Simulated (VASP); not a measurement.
# In (Fm-3m) in VASP: further runs

In is run at these levels: PBE; tasks: single point.

All numbers are computed with VASP 6.6.1; they aren't measurements. Logs are shortened: lines on timing, memory, paths and dates and some standing lists are left out, and cuts for length are marked.

## 1. The cell of the first run

It takes space group Fm-3m (No. 225, cubic). The conventional cell has a = 4.795 Å, b = 4.795 Å, c = 4.795 Å, α = 90.00°, β = 90.00°, γ = 90.00°. In (site symmetry m-3m) has 12 In at 3.39 Å within 4.5 Å.

## 2. Single point, PBE

Contents of INCAR:

```
  PREC = Accurate
  ENCUT = 520
  EDIFF = 1E-7
  ISMEAR = 0
  SIGMA = 0.05
  LREAL = F
  LASPH = T
  NELM = 100
  ALGO = Fast
  ISIF = 2
  LWAVE = F
  LCHARG = F
  GGA = PE
  NBANDS = 12
```

Contents of KPOINTS:

```
regular mesh
0
Gamma
  16 16 16
```

Contents of POSCAR:

```
In
1.0
    0.0000000000      2.3976516346      2.3976516346
    2.3976516346      0.0000000000      2.3976516346
    2.3976516346      2.3976516346      0.0000000000
In
1
Direct
    0.0000000000      0.0000000000      0.0000000000
```

Potentials or basis: VASP PAW PBE potentials, release 64 (In_d).

Run with:

```bash
$ cat potpaw_PBE.64/In_d/POTCAR > POTCAR
$ mpirun -np 1 vasp_std > vasp.out
```

OUTCAR:

```text
PREC = Accurate
   ENCUT = 520
   EDIFF = 1E-7
   ISMEAR = 0
   LREAL = F
   LASPH = T
   NELM = 100
   ISIF = 2
   GGA = PE

 ion  position               nearest neighbor table
   1  0.000  0.000  0.000-

  LATTYP: Found a face centered cubic cell.
 ALAT       =     4.7953032692

  Lattice vectors:

 A1 = (   0.0000000000,   2.3976516346,   2.3976516346)
 A2 = (   2.3976516346,   0.0000000000,   2.3976516346)
 A3 = (   2.3976516346,   2.3976516346,   0.0000000000)

Analysis of symmetry for initial positions (statically):
=====================================================================
 Subroutine PRICEL returns:
 Original cell was already a primitive cell.

 Routine SETGRP: Setting up the symmetry group for a
 face centered cubic supercell.

 Subroutine GETGRP returns: Found 48 space group operations
 (whereof 48 operations were pure point group operations)
 out of a pool of 48 trial point group operations.

The static configuration has the point symmetry O_h .

Analysis of symmetry for dynamics (positions and initial velocities):
=====================================================================
 Subroutine PRICEL returns:
 Original cell was already a primitive cell.

 Routine SETGRP: Setting up the symmetry group for a
 face centered cubic supercell.

 Subroutine GETGRP returns: Found 48 space group operations
 (whereof 48 operations were pure point group operations)
 out of a pool of 48 trial point group operations.

The dynamic configuration has the point symmetry O_h .

 Subroutine INISYM returns: Found 48 space group operations
 (whereof 48 operations are pure point group operations),
 and found     1 'primitive' translations

----------------------------------------------------------------------------------------

                                     Primitive cell

  volume of cell :      27.5669

  direct lattice vectors                    reciprocal lattice vectors
     0.000000000  2.397651635  2.397651635    -0.208537384  0.208537384  0.208537384
     2.397651635  0.000000000  2.397651635     0.208537384 -0.208537384  0.208537384
     2.397651635  2.397651635  0.000000000     0.208537384  0.208537384 -0.208537384

  length of vectors
     3.390791459  3.390791459  3.390791459     0.361197345  0.361197345  0.361197345

  position of ions in fractional coordinates (direct lattice)
     0.000000000  0.000000000  0.000000000

  ion indices of the primitive-cell ions
   primitive index   ion index
                 1           1

----------------------------------------------------------------------------------------

 KPOINTS: regular mesh

Automatic generation of k-mesh.
 Grid dimensions read from file:
 generate k-points for:   16   16   16

 Generating k-lattice:

  Cartesian coordinates                     Fractional coordinates (reciprocal lattice)
    -0.013033587  0.013033587  0.013033587     0.062500000  0.000000000  0.000000000
     0.013033587 -0.013033587  0.013033587     0.000000000  0.062500000  0.000000000
     0.013033587  0.013033587 -0.013033587     0.000000000  0.000000000  0.062500000

  Length of vectors
     0.022574834  0.022574834  0.022574834

  Shift w.r.t. Gamma in fractional coordinates (k-lattice)
     0.000000000  0.000000000  0.000000000

 Subroutine IBZKPT returns following result:
 ===========================================

 Found    145 irreducible k-points:

 Following reciprocal coordinates:
            Coordinates               Weight
  0.000000  0.000000  0.000000      1.000000
  0.062500  0.000000  0.000000      8.000000
  0.125000  0.000000  0.000000      8.000000
  0.187500  0.000000  0.000000      8.000000
  0.250000  0.000000  0.000000      8.000000
  0.312500  0.000000  0.000000      8.000000
[... 16 lines left out ...]
 -0.125000  0.062500  0.000000     24.000000
 -0.062500  0.062500  0.000000     12.000000
 [... further k-points ...]
   k-points           NKPTS =    145   k-points in BZ     NKDIM =    145   number of bands    NBANDS=     12
   number of dos      NEDOS =    301   number of ions     NIONS =      1
   total plane-waves  NPLWV =  21952
   dimension x,y,z NGX =    28 NGY =   28 NGZ =   28
   dimension x,y,z NGXF=    56 NGYF=   56 NGZF=   56
   ions per type =               1
   NGX,Y,Z   is equivalent  to a cutoff of  13.73, 13.73, 13.73 a.u.
   NGXF,Y,Z  is equivalent  to a cutoff of  27.46, 27.46, 27.46 a.u.
 SYSTEM =  unknown system
   PREC   = accura    normal or accurate (medium, high low for compatibility)
   ISTART =      0    job   : 0-new  1-cont  2-samecut
   ICHARG =      2    charge: 1-file 2-atom 10-const
   ISPIN  =      1    spin polarized calculation?
   LNONCOLLINEAR =      F non collinear calculations
   LSORBIT =      F    spin-orbit coupling
   LASPH  =      T    aspherical Exc in radial PAW
   ENCUT  =  520.0 eV  38.22 Ry    6.18 a.u.   6.30  6.30  6.30*2*pi/ulx,y,z
   NELM   =    100;   NELMIN=  2; NELMDL= -5     # of ELM steps
   EDIFF  = 0.1E-06   stopping-criterion for ELM
   LREAL  =      F    real-space projection
   EDIFFG = 0.1E-05   stopping-criterion for IOM
   NSW    =      0    number of steps for IOM
   IBRION =     -1    ionic relax: 0-MD 1-quasi-New 2-CG
   NFREE  =      0    steps in history (QN), initial steepest desc. (CG)
   ISIF   =      2    stress and relaxation
   ISYM   =      2    0-nonsym 1-usesym 2-fastsym
   POTIM  = 0.5000    time-step for ionic-motion
   TEBEG  =    0.0;   TEEND  =   0.0 temperature during run
   PSTRESS=    0.0 pullay stress
   NELECT =      13.0000    total number of electrons
   NUPDOWN=      -1.0000    fix difference up-down
   EMIN   =  10.00;   EMAX   =-10.00  energy-range for DOS
   EFERMI =   0.00;   METHOD = LEGACY
   ISMEAR =     0;   SIGMA  =   0.05  broadening in eV -4-tet -1-fermi 0-gaus
   EFERMI_NEDOS =   21; number of points for ismear=-14 and -15
   IALGO  =     68    algorithm
   IMIX   =      4    mixing-type and parameters
     AMIX     =   0.40;   BMIX     =  1.00
     AMIX_MAG =   1.60;   BMIX_MAG =  1.00
  volume/ion in A,a.u.               =      27.57       186.03
  Fermi-wavevector in a.u.,A,eV,Ry     =   1.274265  2.408012 22.092489  1.623752
  Thomas-Fermi vector in A             =   2.407043
   LORBIT       =      0    0 simple, 1 ext, 2 COOP (PROOUT), +10 PAW based schemes
   GGA     = PE    functional components
   LHFCALC =     F    Hartree Fock is set to
   AEXX    =    0.0000 exact exchange contribution
   IVDW    =     0    specifies the selected vdW correction
   LEPSILON=     F    determine dielectric tensor
   LRPA    =     F    only Hartree local field effects (RPA)
 non-spin polarized calculation
 RMM-DIIS sequential band-by-band and
 Gauss-broadening in eV      SIGMA  =   0.05
  energy-cutoff  :      520.00
  volume of cell :       27.57
 maximum number of plane-waves:       754
 NGX is ok and might be reduce to    28
   NGX = 13   NGY = 13   NGZ = 13

 number of electron      12.9999997 magnetization

 Free energy of the ion-electron system (eV)
  ---------------------------------------------------
  ext. energy  EPLUGINS =         0.00000000
  ---------------------------------------------------
  free energy    TOTEN  =        -2.55920797 eV

  energy without entropy =       -2.55820541  energy(sigma->0) =       -2.55870669

 E-fermi :   6.9564     XC(G=0): -10.0066

 val. band max:        6.9367739295   @ k =   0.4375   0.1875   0.0000
 cond. band min:       6.9578802821   @ k =   0.3750   0.0625   0.0000
 fundamental gap:      0.0211063526
 Fermi energy:         6.9564000489

 k-point     1 :       0.0000    0.0000    0.0000
  band No.  band energies     occupation
      1      -7.6379      2.00000
      2      -7.6379      2.00000
      3      -7.6379      2.00000
      4      -7.4899      2.00000
      5      -7.4899      2.00000
      6      -2.2465      2.00000
      7      17.0497      0.00000
      8      17.0497      0.00000
      9      17.0497      0.00000
     10      18.3501      0.00000
     11      20.5044      0.00000
     12      20.5044      0.00000

 k-point     2 :       0.0625    0.0000    0.0000
  band No.  band energies     occupation
      1      -7.6387      2.00000
      2      -7.6320      2.00000
      3      -7.6320      2.00000
      4      -7.4906      2.00000
      5      -7.4906      2.00000
      6      -2.1645      2.00000
      7      15.9936      0.00000
      8      16.8999      0.00000
      9      16.8999      0.00000
     10      18.1442      0.00000
     11      20.7602      0.00000
     12      20.7603      0.00000

 k-point     3 :       0.1250    0.0000    0.0000
  band No.  band energies     occupation
      1      -7.6415      2.00000
      2      -7.6173      2.00000
      3      -7.6173      2.00000
      4      -7.4902      2.00000
      5      -7.4902      2.00000
      6      -1.9174      2.00000
      7      14.0078      0.00000
      8      16.5493      0.00000
      9      16.5493      0.00000
     10      18.0261      0.00000
     11      21.4090      0.00000
     12      21.4100      0.00000

 k-point     4 :       0.1875    0.0000    0.0000
  band No.  band energies     occupation
      1      -7.6471      2.00000
      2      -7.6039      2.00000
      3      -7.6039      2.00000
      4      -7.4809      2.00000
      5      -7.4809      2.00000
      6      -1.5022      2.00000
      7      11.9371      0.00000
      8      16.1433      0.00000
      9      16.1433      0.00000
     10      17.9374      0.00000
     11      21.4417      0.00000
     12      21.5002      0.00000

 k-point     5 :       0.2500    0.0000    0.0000
  band No.  band energies     occupation
      1      -7.6559      2.00000
      2      -7.6016      2.00000
      3      -7.6016      2.00000
      4      -7.4558      2.00000
      5      -7.4558      2.00000
      6      -0.9163      2.00000
      7       9.9396      0.00000
      8      15.7619      0.00000
      9      15.7619      0.00000
     10      17.8575      0.00000
     11      20.6974      0.00000
     12      20.7039      0.00000
[... 228 lines left out ...]
      1      -7.6574      2.00000
      2      -7.6017      2.00000
      3      -7.5959      2.00000
      4      -7.4672      2.00000
      5      -7.4279      2.00000
      6      -0.6088      2.00000
      7       9.3640      0.00000
      8      14.2107      0.00000
      9      16.3013      0.00000
     10      18.2027      0.00000
     11      19.7426      0.00000
     12      19.9469      0.00000

 k-point    22 :      -0.1875    0.0625    0.0000
  band No.  band energies     occupation
      1      -7.6506      2.00000
      2      -7.5975      2.00000
      3      -7.5951      2.00000
      4      -7.4954      2.00000
      5      -7.4566      2.00000
      6      -1.2520      2.00000
      7      11.3191      0.00000
      8      14.5116      0.00000
      9      16.7828      0.00000
     10      18.3765      0.00000
     11      20.2719      0.00000
     12      20.5407      0.00000

 k-point    23 :      -0.1250    0.0625    0.0000
  band No.  band energies     occupation
      1      -7.6459      2.00000
      2      -7.6084      2.00000
      3      -7.6040      2.00000
      4      -7.5029      2.00000
      5      -7.4757      2.00000
      6      -1.7243      2.00000
      7      13.3610      0.00000
      8      14.9339      0.00000
      9      17.1319      0.00000
     10      18.3691      0.00000
     11      20.9497      0.00000
     12      20.9523      0.00000

 k-point    24 :      -0.0625    0.0625    0.0000
  band No.  band energies     occupation
      1      -7.6423      2.00000
      2      -7.6247      2.00000
      3      -7.6186      2.00000
      4      -7.4977      2.00000
      5      -7.4849      2.00000
      6      -2.0275      2.00000
      7      15.2745      0.00000
      8      15.5736      0.00000
      9      17.1964      0.00000
     10      18.2194      0.00000
     11      20.6263      0.00000
     12      21.2236      0.00000

 [... further k-points ...]

------------------------ aborting loop because EDIFF is reached ----------------------------------------

  FORCE on cell =-STRESS in cart. coord.  units (eV):
  Direction    XX          YY          ZZ          XY          YZ          ZX
  --------------------------------------------------------------------------------------
  -------------------------------------------------------------------------------------
  Total       -0.0136261     -0.0136261     -0.0136261     -0.0000000      0.0000000     -0.0000000
  in kB       -0.7919418     -0.7919418     -0.7919418     -0.0000000      0.0000000     -0.0000000
  external PRESSURE =      -0.7919418 kB  Pullay stress =       0.0000000 kB

 VOLUME and BASIS-vectors are now :
 -----------------------------------------------------------------------------
  energy-cutoff  :      520.00
  volume of cell :       27.57
      direct lattice vectors                 reciprocal lattice vectors
     0.000000000  2.397651635  2.397651635    -0.208537384  0.208537384  0.208537384
     2.397651635  0.000000000  2.397651635     0.208537384 -0.208537384  0.208537384
     2.397651635  2.397651635  0.000000000     0.208537384  0.208537384 -0.208537384

 POSITION                                       TOTAL-FORCE (eV/Angst)
 -----------------------------------------------------------------------------------
      0.00000      0.00000      0.00000         0.000000      0.000000      0.000000
 -----------------------------------------------------------------------------------
    total drift:                               -0.000000     -0.000000     -0.000000

  FREE ENERGIE OF THE ION-ELECTRON SYSTEM (eV)
  ---------------------------------------------------
  free  energy   TOTEN  =        -2.5592079726 eV

  energy  without entropy=       -2.5582054052  energy(sigma->0) =       -2.55870669
```

Wall time 28 s (1 thread of Intel Xeon 6975P-C (Granite Rapids), shared host); peak memory 0.18 GiB.

What came out:

```yaml
Free_energy: -2.5592 eV
Pressure: -0.1 GPa
```

Levels at points of the mesh, in eV from the Fermi level:
```tsv
k point	band 3	band 4	band 5	band 6	band 7	band 8	band 9	band 10
(0.00, 0.00, 0.00)	-14.59	-14.45	-14.45	-9.20	10.09	10.09	10.09	11.39
(0.50, 0.00, 0.00)	-14.59	-14.31	-14.31	-4.31	-3.17	8.04	8.04	10.72
(0.50, 0.50, 0.00)	-14.32	-14.28	-14.28	-2.20	-2.06	3.91	3.91	7.09
```

Caveat: spin-orbit coupling is left out, which moves the levels of the heavy elements.

## 3. Single point, PBE

Contents of INCAR:

```
SYSTEM = In
ALGO = Fast
EDIFF = 1E-7
ENCUT = 520
GGA = PE
ISIF = 2
ISMEAR = 0
LASPH = .True.
LCHARG = .False.
LREAL = .False.
LWAVE = .False.
NBANDS = 12
NELM = 60
PREC = Accurate
SIGMA = 0.05
```

Contents of KPOINTS:

```
k-points
0
Gamma
  16 16 16
  0 0 0
```

POSCAR is that of step 2.

Potentials or basis: VASP PAW PBE potentials, release 64 (In_d).

Run with:

```bash
$ cat potpaw_PBE.64/In_d/POTCAR > POTCAR
$ mpirun -np 1 vasp_std > vasp.out
```

Run time: 28 s. Hardware: 1 thread of Intel Xeon 6975P-C (Granite Rapids), shared host; peak memory 0.18 GiB.

It converged, with:

* Free energy: -2.5592 eV
* Pressure: -0.1 GPa

Levels at points of the mesh, in eV from the Fermi level:
| k point | band 4 | band 5 | band 6 | band 7 | band 8 | band 9 |
| --- | --- | --- | --- | --- | --- | --- |
| (0.00, 0.00, 0.00) | -14.45 | -14.45 | -9.20 | 10.09 | 10.09 | 10.09 |
| (0.50, 0.00, 0.00) | -14.31 | -14.31 | -4.31 | -3.17 | 8.04 | 8.04 |
| (0.50, 0.50, 0.00) | -14.28 | -14.28 | -2.20 | -2.06 | 3.91 | 3.91 |

Caveat: spin-orbit coupling is left out, which moves the levels of the heavy elements.
